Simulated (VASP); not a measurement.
Wanted: the native input for a VASP 6.6.1 run.

```
Task                   : single point
Functional             : PBEsol
Potentials or basis    : VASP PAW PBE potentials, release 64 (W_sv, O)
Cutoff                 : 520 eV
k mesh                 : 8 × 8 × 8
Occupations            : gaussian, width 0.15 eV
Spin                   : no spin polarisation
Dipole correction      : no
Further INCAR settings : ALGO = Normal; EDIFF = 1e-07; NBANDS = 58
```

The structure of W3O lies in POSCAR:

```
W3O
1.0
    4.8313496660      0.0000000000      0.0000000000
    0.0000000000      4.8313496660      0.0000000000
    0.0000000000      0.0000000000      4.9762901560
W O
6 2
Direct
    0.5000000000      0.7500000000      0.0000000000
    0.0000000000      0.5000000000      0.7500000000
    0.2500000000      0.0000000000      0.5000000000
    0.5000000000      0.2500000000      0.0000000000
    0.0000000000      0.5000000000      0.2500000000
    0.7500000000      0.0000000000      0.5000000000
    0.5000000000      0.5000000000      0.5000000000
    0.0000000000      0.0000000000      0.0000000000
```

This cell differs from its parent crystal: strain +0.000 along x and y, +0.030 along z.

These files were run (other wordings do the same):

INCAR

```
SYSTEM = W3O
PREC = Accurate
ENCUT = 520
EDIFF = 1E-7
ISMEAR = 0
SIGMA = 0.15
LREAL = .False.
LASPH = .True.
NELM = 60
ALGO = Normal
ISIF = 2
LWAVE = .False.
LCHARG = .False.
GGA = PS
NBANDS = 58
```

KPOINTS

```
regular mesh
0
Gamma
  8 8 8
  0 0 0
```

Potentials or basis: VASP PAW PBE potentials, release 64 (W_sv, O).

Command:

```console
$ cat potpaw_PBE.64/W_sv/POTCAR potpaw_PBE.64/O/POTCAR > POTCAR
$ mpirun -np 1 vasp_std > vasp.out
```

Results of the run:

- Pressure: -6.4 GPa
- Largest force: 0.279 eV/Å
- Band gap on the k mesh: zero (bands 48 and 49 overlap by 0.94 eV)

Caveat: the cell differs from its parent crystal (strain +0.000 along x and y, +0.030 along z); the cell stands under tension; the PAW data sets were made with another functional, which shifts forces and pressure a little; spin-orbit coupling is left out, which moves the levels of the heavy elements.

Run time: 5 min on 1 thread of AMD EPYC 9R45 96-Core Processor (Zen 5) (shared host), peak memory 0.43 GiB.
